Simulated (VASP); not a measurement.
# SiC (R3m) in VASP: a series of runs, part 2 of 2

VASP 6.6.1. Earlier steps stand in the parts before.

### Step 3. Single point, r2SCAN

This run uses another cell than the first one, of the same volume but with other edges.

File POSCAR:

```
SiC
1.0
   -0.6873498706      1.8902121441      1.8902121441
    1.8902121441     -0.6873498706      1.8902121441
    1.8902121441      1.8902121441     -0.6873498706
Si C
1 1
Direct
    0.0000000000      0.0000000000      0.0000000000
    0.7500000000      0.7500000000      0.7500000000
```

File INCAR.step1:

```
  PREC = Accurate
  ENCUT = 520
  ISMEAR = 0
  SIGMA = 0.05
  LREAL = False
  LASPH = True
  NELM = 60
  NBANDS = 11
  GGA = PE
  ALGO = Normal
  EDIFF = 1E-4
  LWAVE = True
  LCHARG = False
```

File INCAR.step2:

```
  PREC = Accurate
  ENCUT = 520
  EDIFF = 1E-7
  ISMEAR = 0
  SIGMA = 0.05
  LREAL = False
  LASPH = True
  NELM = 60
  ALGO = Normal
  ISIF = 2
  LWAVE = False
  LCHARG = False
  METAGGA = R2SCAN
  LMIXTAU = True
  NBANDS = 11
  ISTART = 1
```

File KPOINTS:

```
regular mesh
0
Gamma
  12 12 12
```

Potentials or basis: VASP PAW PBE potentials, release 64 (Si, C).

On the command line:

```console
$ cat potpaw_PBE.64/Si/POTCAR potpaw_PBE.64/C/POTCAR > POTCAR
$ cp INCAR.step1 INCAR
$ mpirun -np 1 vasp_std > vasp.out
$ cp INCAR.step2 INCAR
$ mpirun -np 1 vasp_std > vasp.out
```

OUTCAR:

```text
PREC = Accurate
   ENCUT = 520
   EDIFF = 1E-7
   ISMEAR = 0
   LREAL = False
   LASPH = True
   NELM = 60
   ISIF = 2
   METAGGA = R2SCAN
   ISTART = 1

 ion  position               nearest neighbor table
   1  0.000  0.000  0.000-   2 1.34   2 2.15   2 2.15   2 2.15
   2  0.750  0.750  0.750-   1 1.34   1 2.15   1 2.15   1 2.15

  LATTYP: Found a trigonal (rhomboedric) cell.
 ALAT       =     2.7601184293
 COS(alpha) =     0.1279069767

  Lattice vectors:

 A1 = (  -0.6873498706,   1.8902121441,   1.8902121441)
 A2 = (   1.8902121441,  -0.6873498706,   1.8902121441)
 A3 = (   1.8902121441,   1.8902121441,  -0.6873498706)

Analysis of symmetry for initial positions (statically):
=====================================================================
 Subroutine PRICEL returns:
 Original cell was already a primitive cell.

 Routine SETGRP: Setting up the symmetry group for a
 trigonal (rhombohedral) supercell.

 Subroutine GETGRP returns: Found  6 space group operations
 (whereof  6 operations were pure point group operations)
 out of a pool of 12 trial point group operations.

The static configuration has the point symmetry C_3v.

Analysis of symmetry for dynamics (positions and initial velocities):
=====================================================================
 Subroutine PRICEL returns:
 Original cell was already a primitive cell.

 Routine SETGRP: Setting up the symmetry group for a
 trigonal (rhombohedral) supercell.

 Subroutine GETGRP returns: Found  6 space group operations
 (whereof  6 operations were pure point group operations)
 out of a pool of 12 trial point group operations.

The dynamic configuration has the point symmetry C_3v.

 Subroutine INISYM returns: Found  6 space group operations
 (whereof  6 operations are pure point group operations),
 and found     1 'primitive' translations

----------------------------------------------------------------------------------------

                                     Primitive cell

  volume of cell :      20.5498

  direct lattice vectors                    reciprocal lattice vectors
    -0.687349871  1.890212144  1.890212144    -0.150874697  0.237088810  0.237088810
     1.890212144 -0.687349871  1.890212144     0.237088810 -0.150874697  0.237088810
     1.890212144  1.890212144 -0.687349871     0.237088810  0.237088810 -0.150874697

  length of vectors
     2.760118429  2.760118429  2.760118429     0.367675648  0.367675648  0.367675648

  position of ions in fractional coordinates (direct lattice)
     0.000000000  0.000000000  0.000000000
     0.750000000  0.750000000  0.750000000

  ion indices of the primitive-cell ions
   primitive index   ion index
                 1           1
                 2           2

----------------------------------------------------------------------------------------

 KPOINTS: regular mesh

Automatic generation of k-mesh.
 Grid dimensions read from file:
 generate k-points for:   12   12   12

 Generating k-lattice:

  Cartesian coordinates                     Fractional coordinates (reciprocal lattice)
    -0.012572891  0.019757401  0.019757401     0.083333333  0.000000000 -0.000000000
     0.019757401 -0.012572891  0.019757401     0.000000000  0.083333333 -0.000000000
     0.019757401  0.019757401 -0.012572891    -0.000000000 -0.000000000  0.083333333

  Length of vectors
     0.030639637  0.030639637  0.030639637

  Shift w.r.t. Gamma in fractional coordinates (k-lattice)
     0.000000000  0.000000000  0.000000000

 Subroutine IBZKPT returns following result:
 ===========================================

 Found    189 irreducible k-points:

 Following reciprocal coordinates:
            Coordinates               Weight
  0.000000  0.000000  0.000000      1.000000
  0.083333  0.000000  0.000000      6.000000
  0.166667  0.000000  0.000000      6.000000
  0.250000  0.000000  0.000000      6.000000
  0.333333  0.000000  0.000000      6.000000
  0.416667 -0.000000 -0.000000      6.000000
[... 16 lines left out ...]
  0.500000  0.166667 -0.000000     12.000000
 -0.416667  0.166667  0.000000     12.000000
 [... further k-points ...]
   k-points           NKPTS =    189   k-points in BZ     NKDIM =    189   number of bands    NBANDS=     11
   number of dos      NEDOS =    301   number of ions     NIONS =      2
   total plane-waves  NPLWV =  13824
   dimension x,y,z NGX =    24 NGY =   24 NGZ =   24
   dimension x,y,z NGXF=    48 NGYF=   48 NGZF=   48
   ions per type =               1   1
   NGX,Y,Z   is equivalent  to a cutoff of  14.46, 14.46, 14.46 a.u.
   NGXF,Y,Z  is equivalent  to a cutoff of  28.91, 28.91, 28.91 a.u.
 SYSTEM =  unknown system
   PREC   = accura    normal or accurate (medium, high low for compatibility)
   ISTART =      1    job   : 0-new  1-cont  2-samecut
   ICHARG =      0    charge: 1-file 2-atom 10-const
   ISPIN  =      1    spin polarized calculation?
   LNONCOLLINEAR =      F non collinear calculations
   LSORBIT =      F    spin-orbit coupling
   LASPH  =      T    aspherical Exc in radial PAW
   ENCUT  =  520.0 eV  38.22 Ry    6.18 a.u.   5.13  5.13  5.13*2*pi/ulx,y,z
   NELM   =     60;   NELMIN=  2; NELMDL=  0     # of ELM steps
   EDIFF  = 0.1E-06   stopping-criterion for ELM
   LREAL  =      F    real-space projection
   EDIFFG = 0.1E-05   stopping-criterion for IOM
   NSW    =      0    number of steps for IOM
   IBRION =     -1    ionic relax: 0-MD 1-quasi-New 2-CG
   NFREE  =      0    steps in history (QN), initial steepest desc. (CG)
   ISIF   =      2    stress and relaxation
   ISYM   =      2    0-nonsym 1-usesym 2-fastsym
   POTIM  = 0.5000    time-step for ionic-motion
   TEBEG  =    0.0;   TEEND  =   0.0 temperature during run
   PSTRESS=    0.0 pullay stress
   NELECT =       8.0000    total number of electrons
   NUPDOWN=      -1.0000    fix difference up-down
   EMIN   =  10.00;   EMAX   =-10.00  energy-range for DOS
   EFERMI =   0.00;   METHOD = LEGACY
   ISMEAR =     0;   SIGMA  =   0.05  broadening in eV -4-tet -1-fermi 0-gaus
   EFERMI_NEDOS =   21; number of points for ismear=-14 and -15
   IALGO  =     38    algorithm
   IMIX   =      4    mixing-type and parameters
     AMIX     =   0.40;   BMIX     =  1.00
     AMIX_MAG =   1.60;   BMIX_MAG =  1.00
  volume/ion in A,a.u.               =      10.27        69.34
  Fermi-wavevector in a.u.,A,eV,Ry     =   1.195369  2.258920 19.441458  1.428907
  Thomas-Fermi vector in A             =   2.331336
   LORBIT       =      0    0 simple, 1 ext, 2 COOP (PROOUT), +10 PAW based schemes
   METAGGA = R2SCAN    functional components
   LHFCALC =     F    Hartree Fock is set to
   AEXX    =    0.0000 exact exchange contribution
   IVDW    =     0    specifies the selected vdW correction
   LEPSILON=     F    determine dielectric tensor
   LRPA    =     F    only Hartree local field effects (RPA)
 non-spin polarized calculation
 Gauss-broadening in eV      SIGMA  =   0.05
  energy-cutoff  :      520.00
  volume of cell :       20.55
 maximum number of plane-waves:       566
 NGX is ok and might be reduce to    24

 number of electron       8.0000000 magnetization

 Free energy of the ion-electron system (eV)
  ---------------------------------------------------
  ext. energy  EPLUGINS =         0.00000000
  ---------------------------------------------------
  free energy    TOTEN  =       -11.16218419 eV

  energy without entropy =      -11.16121505  energy(sigma->0) =      -11.16169962

 E-fermi :   8.6472     XC(G=0): -11.8999

 val. band max:        8.6469258454   @ k =  -0.4167  -0.4167   0.1667
 cond. band min:       8.6495905893   @ k =  -0.4167   0.2500   0.0000
 fundamental gap:      0.0026647439
 Fermi energy:         8.6472356496

 k-point     1 :       0.0000    0.0000    0.0000
  band No.  band energies     occupation
      1      -8.5682      2.00000
      2       7.1632      2.00000
      3       7.2915      2.00000
      4       7.2915      2.00000
      5      10.6837      0.00000
      6      13.5442      0.00000
      7      13.5442      0.00000
      8      26.0905      0.00000
      9      26.2220      0.00000
     10      26.2220      0.00000
     11      27.6462      0.00000
[... 309 lines left out ...]
 k-point    24 :      -0.4167    0.1667    0.0000
  band No.  band energies     occupation
      1      -5.7469      2.00000
      2      -0.4133      2.00000
      3       5.4417      2.00000
      4       8.5616      1.98453
      5      13.2799      0.00000
      6      14.9193      0.00000
      7      17.7905      0.00000
      8      20.4911      0.00000
      9      22.5946      0.00000
     10      23.7667      0.00000
     11      26.7473      0.00000

 [... further k-points ...]
[... 5 lines left out ...]
  --------------------------------------------------------------------------------------
  -------------------------------------------------------------------------------------
  Total       13.0367403     13.0367403     13.0367403     17.4379206     17.4379206     17.4379206
  in kB     1016.4147998   1016.4147998   1016.4147998   1359.5546294   1359.5546294   1359.5546294
  external PRESSURE =    1016.4147998 kB  Pullay stress =       0.0000000 kB

 VOLUME and BASIS-vectors are now :
 -----------------------------------------------------------------------------
  energy-cutoff  :      520.00
  volume of cell :       20.55
      direct lattice vectors                 reciprocal lattice vectors
    -0.687349871  1.890212144  1.890212144    -0.150874697  0.237088810  0.237088810
     1.890212144 -0.687349871  1.890212144     0.237088810 -0.150874697  0.237088810
     1.890212144  1.890212144 -0.687349871     0.237088810  0.237088810 -0.150874697

 POSITION                                       TOTAL-FORCE (eV/Angst)
 -----------------------------------------------------------------------------------
      0.00000      0.00000      0.00000        17.368021     17.368021     17.368021
      2.31981      2.31981      2.31981       -17.368021    -17.368021    -17.368021
 -----------------------------------------------------------------------------------
    total drift:                               -0.000014     -0.000014     -0.000014

  FREE ENERGIE OF THE ION-ELECTRON SYSTEM (eV)
  ---------------------------------------------------
  free  energy   TOTEN  =       -11.1621841939 eV

  energy  without entropy=      -11.1612150513  energy(sigma->0) =      -11.16169962
```

OSZICAR.step1:

```text
N       E                     dE             d eps       ncg     rms          rms(c)
DAV:   1     0.107621707783E+02    0.10762E+02   -0.40378E+03  4334   0.611E+02
DAV:   2    -0.110620786953E+02   -0.21824E+02   -0.20518E+02  5239   0.115E+02
DAV:   3    -0.117793776464E+02   -0.71730E+00   -0.71594E+00  5185   0.178E+01
DAV:   4    -0.117821935582E+02   -0.28159E-02   -0.28157E-02  4658   0.142E+00
DAV:   5    -0.117822070054E+02   -0.13447E-04   -0.13447E-04  5105   0.936E-02    0.133E+01
DAV:   6    -0.723467889093E+01    0.45475E+01   -0.17271E+01  4503   0.185E+01    0.497E+00
DAV:   7    -0.707325718347E+01    0.16142E+00   -0.87812E-01  4932   0.598E+00    0.270E+00
DAV:   8    -0.705087283040E+01    0.22384E-01   -0.10892E-01  4533   0.188E+00    0.677E-01
DAV:   9    -0.704992873757E+01    0.94409E-03   -0.18724E-02  5032   0.679E-01    0.251E-01
DAV:  10    -0.704958042337E+01    0.34831E-03   -0.34075E-03  4584   0.298E-01    0.101E-01
DAV:  11    -0.704959271218E+01   -0.12289E-04   -0.18549E-04  3148   0.955E-02
   1 F= -.70495927E+01 E0= -.70490918E+01  d E =-.100180E-02
```

Run time: 76 s. Hardware: 1 thread of Intel Xeon Platinum 8488C (Sapphire Rapids), shared host; peak memory 0.17 GiB.

What came out:

- Free energy: -11.1622 eV
- Pressure: 101.6 GPa
- Largest force: 30.082 eV/Å
- Band gap on the k mesh: zero (band 4 reaches 8.69 eV, above the bottom of band 5 at 8.35 eV)

Forces on the atoms (eV/Å):
```
Si   17.368  17.368  17.368
C   -17.368 -17.368 -17.368
```

Caveat: the PAW data sets were made with another functional, which shifts forces and pressure a little.

### Step 4. Single point, r2SCAN

This run uses another cell than the first one, of the same volume but with other edges.

File POSCAR:

```
SiC
1.0
   -0.2295020475      2.0655184278      2.0655184278
    2.0655184278     -0.2295020475      2.0655184278
    2.0655184278      2.0655184278     -0.2295020475
Si C
1 1
Direct
    0.0000000000      0.0000000000      0.0000000000
    0.7500000000      0.7500000000      0.7500000000
```

File INCAR.step1:

```
PREC = Accurate
ENCUT = 520
ISMEAR = 0
SIGMA = 0.05
LREAL = False
LASPH = True
NELM = 100
NBANDS = 11
GGA = PE
ALGO = Normal
EDIFF = 1E-4
LWAVE = True
LCHARG = False
```

File INCAR.step2:

```
PREC = Accurate
ENCUT = 520
EDIFF = 1E-6
ISMEAR = 0
SIGMA = 0.05
LREAL = False
LASPH = True
NELM = 100
ALGO = Normal
ISIF = 2
LWAVE = False
LCHARG = False
METAGGA = R2SCAN
LMIXTAU = True
NBANDS = 11
ISTART = 1
```

File KPOINTS:

```
Automatic mesh
0
Gamma
  12 12 12
```

On the command line:

```console
$ cat potpaw_PBE.64/Si/POTCAR potpaw_PBE.64/C/POTCAR > POTCAR
$ cp INCAR.step1 INCAR
$ mpirun -np 1 vasp_std > vasp.out
$ cp INCAR.step2 INCAR
$ mpirun -np 1 vasp_std > vasp.out
```

Wall time 64 s (1 thread of Intel Xeon Platinum 8488C (Sapphire Rapids), shared host); peak memory 0.16 GiB.

The run converged. Its results:

```
Free energy            : -18.6181 eV
Pressure               : 10.4 GPa
Largest force          : 3.165 eV/Å
Band gap on the k mesh : 1.01 eV, indirect (least direct gap 3.53 eV)
```

Forces in eV/Å, atoms in the order of the input:
```
Si   1.827  1.827  1.827
C   -1.827 -1.827 -1.827
```

Stress tensor (GPa, compression positive):
```
10.38 35.39 35.39
35.39 10.38 35.39
35.39 35.39 10.38
```

Levels at points of the mesh, in eV from the valence-band top:
| k point | band 1 | band 2 | band 3 | band 4 | band 5 | band 6 | band 7 | band 8 |
| --- | --- | --- | --- | --- | --- | --- | --- | --- |
| (0.00, 0.00, 0.00) | -16.58 | -0.53 | -0.53 | 0.00 | 4.95 | 6.46 | 6.46 | 12.31 |
| (0.50, 0.00, 0.00) | -13.34 | -9.25 | -1.01 | -0.99 | 6.09 | 6.93 | 9.21 | 11.55 |
| (0.50, 0.50, 0.00) | -11.52 | -8.27 | -4.51 | -2.52 | 1.01 | 5.27 | 13.34 | 14.44 |
| (0.50, 0.50, 0.50) | -11.71 | -8.60 | -2.36 | -2.36 | 3.50 | 6.11 | 6.11 | 9.61 |

Caveat: the PAW data sets were made with another functional, which shifts forces and pressure a little.

### Step 5. Single point, r2SCAN

This run uses another cell than the first one, of the same volume but with other edges.

File POSCAR:

```
SiC
1.0
    0.2727749769      2.3185873037      2.3185873037
    2.3185873037      0.2727749769      2.3185873037
    2.3185873037      2.3185873037      0.2727749769
Si C
1 1
Direct
    0.0000000000      0.0000000000      0.0000000000
    0.7500000000      0.7500000000      0.7500000000
```

File INCAR.step1:

```
PREC = Accurate
ENCUT = 520
ISMEAR = 0
SIGMA = 0.05
LREAL = F
LASPH = T
NELM = 80
NBANDS = 11
GGA = PE
ALGO = Normal
EDIFF = 1E-4
LWAVE = T
LCHARG = F
```

File INCAR.step2:

```
PREC = Accurate
ENCUT = 520
EDIFF = 1E-7
ISMEAR = 0
SIGMA = 0.05
LREAL = F
LASPH = T
NELM = 80
ALGO = Normal
ISIF = 2
LWAVE = F
LCHARG = F
METAGGA = R2SCAN
LMIXTAU = T
NBANDS = 11
ISTART = 1
```

KPOINTS is that of step 4.

On the command line:

```console
$ cat potpaw_PBE.64/Si/POTCAR potpaw_PBE.64/C/POTCAR > POTCAR
$ cp INCAR.step1 INCAR
$ mpirun -np 1 vasp_std > vasp.out
$ cp INCAR.step2 INCAR
$ mpirun -np 1 vasp_std > vasp.out
```

Run time: 66 s. Hardware: 1 thread of Intel Xeon Platinum 8488C (Sapphire Rapids), shared host; peak memory 0.17 GiB.

It converged, with:

```
Free energy            : -18.5692 eV
Pressure               : 10.7 GPa
Largest force          : 0.295 eV/Å
Band gap on the k mesh : 0.77 eV, indirect (least direct gap 2.12 eV)
```

Forces in eV/Å, atoms in the order of the input:
```
Si  -0.170 -0.170 -0.170
C    0.170  0.170  0.170
```

Stress tensor (GPa, compression positive):
```
 10.66 -31.10 -31.10
-31.10  10.66 -31.10
-31.10 -31.10  10.66
```

Levels at points of the mesh, in eV from the valence-band top:
| k point | band 1 | band 2 | band 3 | band 4 | band 5 | band 6 | band 7 | band 8 |
| --- | --- | --- | --- | --- | --- | --- | --- | --- |
| (0.00, 0.00, 0.00) | -16.85 | -1.56 | 0.00 | 0.00 | 2.12 | 9.03 | 9.03 | 9.44 |
| (0.50, 0.00, 0.00) | -12.70 | -9.27 | -1.99 | -1.67 | 3.77 | 6.28 | 8.26 | 10.17 |
| (0.50, 0.50, 0.00) | -11.75 | -8.56 | -4.47 | -2.87 | 0.77 | 5.04 | 12.63 | 13.91 |
| (0.50, 0.50, 0.50) | -14.56 | -9.57 | -0.52 | -0.52 | 8.35 | 8.95 | 8.95 | 10.80 |

Caveat: the PAW data sets were made with another functional, which shifts forces and pressure a little. A k mesh can miss the band edges.

### Step 6. Summary

| cell | gap on the mesh (eV) | pressure (GPa) | largest force (eV/Å) |
| --- | --- | --- | --- |
| a = 3.531 Å, angles 45.7°, 2 atoms | none | 31.8 | 0.35 |
| a = 2.760 Å, angles 82.7°, 2 atoms | none | 101.6 | 30.08 |
| a = 2.930 Å, angles 67.3°, 2 atoms | 1.01 | 10.4 | 3.16 |
| a = 3.290 Å, angles 52.2°, 2 atoms | 0.77 | 10.7 | 0.29 |

Alike in all rows: task single point; level r2SCAN; potentials or basis VASP PAW PBE potentials, release 64 (Si, C); no spin polarisation; k mesh 12 × 12 × 12; cutoff (eV) 520; smearing gaussian 0.05 eV.

Caveats: the PAW data sets were made with another functional, which shifts forces and pressure a little.

Total energies depend on the potentials used, so only differences within one code and one set of settings carry meaning.
